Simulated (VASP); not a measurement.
PbO: single point with LDA

Crystal: PbO.

```xyz
2
Lattice="0.0000 2.7988 2.7988 2.7988 0.0000 2.7988 2.7988 2.7988 0.0000" Properties=species:S:1:pos:R:3 pbc="T T T"
Pb    0.0000    0.0000    0.0000
O     1.3994    1.3994    1.3994
```

```yaml
Program: VASP 6.6.1
Task: single point
Functional: LDA
Potentials_or_basis: VASP PAW LDA potentials, release 64 (Pb_d, O)
Cutoff: 520 eV
k_mesh: 4 × 4 × 4
Occupations: gaussian, width 0.01 eV
Spin: no spin polarisation
Dipole_correction: no
Further_INCAR_settings: ALGO = Normal; EDIFF = 1e-07; NBANDS = 17
```

* Pressure: -3.1 GPa
* Band gap on the k mesh: 0.33 eV (least direct gap 0.52 eV)

Levels at points of the mesh, in eV from the valence-band top:
| k point | band 8 | band 9 | band 10 | band 11 | band 12 | band 13 |
| --- | --- | --- | --- | --- | --- | --- |
| (0.00, 0.00, 0.00) | -2.30 | -2.30 | -2.30 | 5.17 | 5.17 | 5.17 |
| (0.50, 0.00, 0.00) | -2.78 | -2.78 | -2.26 | 2.35 | 5.38 | 5.38 |
| (0.50, 0.50, 0.00) | -3.57 | -3.57 | -0.19 | 0.33 | 5.79 | 5.79 |

Wall time 4.7 s on 1 thread of AMD EPYC 9R45 96-Core Processor (Zen 5) (shared host), peak memory 0.12 GiB.

Caveat: the k points lie up to 0.49 Å⁻¹ apart; spin-orbit coupling is left out, which moves the levels of the heavy elements. A k mesh can miss the band edges.
